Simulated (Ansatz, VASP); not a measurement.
One calculation of Na, two programs

File POSCAR:

```
Na
1.0
   -2.1125000000      2.1125000000      2.1125000000
    2.1125000000     -2.1125000000      2.1125000000
    2.1125000000      2.1125000000     -2.1125000000
Na
1
Direct
    0.0000000000      0.0000000000      0.0000000000
```

INCAR.step1

```
PREC = Accurate
ENCUT = 520
ISMEAR = -1
SIGMA = 0.1
LREAL = F
LASPH = T
NELM = 100
NBANDS = 10
GGA = PE
ALGO = Normal
EDIFF = 1E-4
LWAVE = T
LCHARG = F
```

Contents of INCAR.step2:

```
PREC = Accurate
ENCUT = 520
EDIFF = 1E-6
ISMEAR = -1
SIGMA = 0.1
LREAL = F
LASPH = T
NELM = 100
ALGO = Normal
ISIF = 2
LWAVE = F
LCHARG = F
METAGGA = R2SCAN
LMIXTAU = T
NBANDS = 10
ISTART = 1
```

File KPOINTS:

```
regular mesh
0
Gamma
  2 2 2
```

Input for Ansatz:

```yaml
crystal:
  lattice:
    - [-2.1125, 2.1125, 2.1125]
    - [2.1125, -2.1125, 2.1125]
    - [2.1125, 2.1125, -2.1125]
  atoms:
    - { symbol: Na, position: [0.0, 0.0, 0.0] }
hamiltonian:
  xc: r2scan
  pseudopotentials:
    kind: paw
    azcp:
      Na: "pseudopotentials/Na.paw.azcp"
basis:
  ecutwfc: 500
  fft_grid_basis: typed
kpoints:
  mp_grid: { grid: [2, 2, 2], shift: [0, 0, 0] }
magnetization:
  spin_polarized: false
scf:
  occupations: { method: fermi_dirac, width: 0.1 }
  lower_state_search: "off"
output:
  stress: true
  write_density: true
  write_potential: true
  elf: true
  volumetric_format: npy
```

Alike in both runs: task single point; functional r2SCAN; k mesh 2 × 2 × 2; occupations fermi-dirac, width 0.1 eV; no spin polarisation.

|  | VASP | Ansatz |
| --- | --- | --- |
| version | VASP 6.6.1 | Ansatz 0.2.0 |
| potentials or method | VASP PAW PBE potentials, release 64 (Na_pv), cutoff 520 eV | plane waves (500 eV) with PAW, scalar-relativistic |
| valence electrons in the cell | 7 | 9 |

Ansatz gave:

- pressure (GPa): 2.0

Task: What did VASP give for the same quantities?

Result: Pressure (GPa): 2.1.

VASP's potentials were made for PBE, not for r2SCAN. VASP's potentials hold 7 valence electrons a cell and Ansatz's 9, so a difference there can come from the potentials and not from the codes.

The k mesh is coarse, so the values compare programs but aren't converged.
